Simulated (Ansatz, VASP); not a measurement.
# RbCl: VASP beside Ansatz

```
CELL_PARAMETERS angstrom
0.00000 3.29361 3.29361
3.29361 0.00000 3.29361
3.29361 3.29361 0.00000
ATOMIC_POSITIONS crystal
Rb 0.00000 0.00000 0.00000
Cl 0.50000 0.50000 0.50000
```

Alike in both runs: functional PBE; dispersion D3(BJ); k mesh 6 × 6 × 6; occupations gaussian, width 0.02 eV; no spin polarisation.

Ansatz relaxed the structure, and its values are those at the end. VASP's run is a single point on that final structure, the one shown.

```csv
,VASP,Ansatz
version,VASP 6.6.1,Ansatz 0.2.0
potentials or method,"VASP PAW PBE potentials, release 64 (Rb_sv, Cl), cutoff 500 eV","scalar-relativistic, plane waves, PAW"
valence electrons in the cell,16,16
```

|  | VASP | Ansatz | Ansatz less VASP |
| --- | --- | --- | --- |
| gap on the k mesh at the Fermi level (eV) | 4.99 | 4.99 | +0.003 |
| least direct gap on the mesh (eV) | 4.99 | 4.99 | +0.003 |
| pressure (GPa) | 0.0 | 0.0 | 0.00 |
